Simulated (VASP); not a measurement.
A run of VASP 6.6.1:

POSCAR

```
MgI2
1.0
    0.0000000000      3.7557205885      3.7557205885
    3.7557205885      0.0000000000      3.7557205885
    3.7557205885      3.7557205885      0.0000000000
Mg I
1 2
Direct
    0.0000000000      0.0000000000      0.0000000000
    0.2500000000      0.2500000000      0.2500000000
    0.7500000000      0.7500000000      0.7500000000
```

File INCAR.step1:

```
SYSTEM = MgI2
PREC = Accurate
ENCUT = 520
EDIFF = 1E-5
ISMEAR = 0
SIGMA = 0.01
LREAL = .False.
LASPH = .True.
NELM = 80
ALGO = Normal
ISIF = 2
LWAVE = .True.
LCHARG = .False.
NBANDS = 15
GGA = PE
```

Contents of INCAR.step2:

```
SYSTEM = MgI2
PREC = Accurate
ENCUT = 520
EDIFF = 1E-6
ISMEAR = 0
SIGMA = 0.01
LREAL = .False.
LASPH = .True.
NELM = 80
ALGO = Normal
ISIF = 2
LWAVE = .False.
LCHARG = .False.
GGA = PE
LHFCALC = .True.
HFSCREEN = 0.2079
PRECFOCK = Normal
NBANDS = 15
ISTART = 1
```

File KPOINTS:

```
regular mesh
0
Gamma
  4 4 4
  0 0 0
```

Potentials or basis: VASP PAW PBE potentials, release 64 (Mg, I).

Run with:

```console
$ cat potpaw_PBE.64/Mg/POTCAR potpaw_PBE.64/I/POTCAR > POTCAR
$ cp INCAR.step1 INCAR
$ mpirun -np 1 vasp_std > vasp.out
$ cp INCAR.step2 INCAR
$ mpirun -np 1 vasp_std > vasp.out
```

Hardware: 1 thread of Intel(R) Xeon(R) Platinum 8488C (Sapphire Rapids), with other jobs on the host.

Task: How long does it take, and how much memory?

Result: Wall time 13 min on 1 thread of Intel(R) Xeon(R) Platinum 8488C (Sapphire Rapids), on a shared host, peak memory 0.36 GiB. Counts: k points 8.
